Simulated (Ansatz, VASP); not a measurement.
CoO in VASP and in Ansatz

```
CELL_PARAMETERS angstrom
2.53530 0.00000 0.00000
0.00000 2.53530 0.00000
0.00000 0.00000 2.53530
ATOMIC_POSITIONS crystal
Co 0.00000 0.00000 0.00000
O 0.50000 0.50000 0.50000
```

Alike in both runs: functional r2SCAN; k mesh 10 × 10 × 10; occupations gaussian, width 0.02 eV; no spin polarisation; Hubbard terms Co d U = 3.32 eV.

Ansatz relaxed the structure, and its values are those at the end. VASP's run is a single point on that final structure, the one shown.

|  | VASP | Ansatz |
| --- | --- | --- |
| version | VASP 6.6.1 | Ansatz 0.2.0 |
| potentials or method | VASP PAW PBE potentials, release 64 (Co_sv, O), cutoff 660 eV | scalar-relativistic, plane waves, PAW |
| valence electrons in the cell | 23 | 23 |

Ansatz gave:

| Item | Value |
| --- | --- |
| gap on the k mesh at the Fermi level (eV) | none |
| pressure (GPa) | 0.0 |

Question: What did VASP give for the same quantities?

Answer: gap on the k mesh at the Fermi level (eV): none; pressure (GPa): -3.4.

VASP's potentials were made for PBE, not for r2SCAN. The programs project onto different local orbitals, so the same U acts differently, and such runs can settle in different states. A gap of «none» marks a metal or a gap that the smearing closes. Ansatz's warnings: filled band counts differ across k points.
